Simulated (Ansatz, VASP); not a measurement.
# One calculation of Mg, two programs

```
Mg
1.0
    -2.23030    1.83539    1.63499
     1.83539   -2.23030    1.63499
     4.11652    4.11652   -2.35826
Mg
2
Direct
  0.95841 0.04159 0.00000
  0.79159 0.20841 0.50000
```

Alike in both runs: task single point; functional revPBE; k mesh 21 × 21 × 10; occupations fermi-dirac, width 0.1 eV; no spin polarisation.

```csv
,VASP,Ansatz
version,VASP 6.6.1,Ansatz 0.2.0
potentials or method,"VASP PAW PBE potentials, release 64 (Mg), cutoff 520 eV","plane waves (420 eV) with PAW, scalar-relativistic"
valence electrons in the cell,4,20
```

Ansatz gave:

| Quantity | Value |
| --- | --- |
| pressure (GPa) | -2.3 |
| traceless stress, the component that is largest in VASP (GPa) | 0.18 |

Estimate VASP's values.

pressure (GPa): -2.4; traceless stress, the component that is largest in VASP (GPa): 0.18.

VASP's potentials were made for PBE, not for revPBE. VASP's potentials hold 4 valence electrons a cell and Ansatz's 20, so a difference there can come from the potentials and not from the codes.
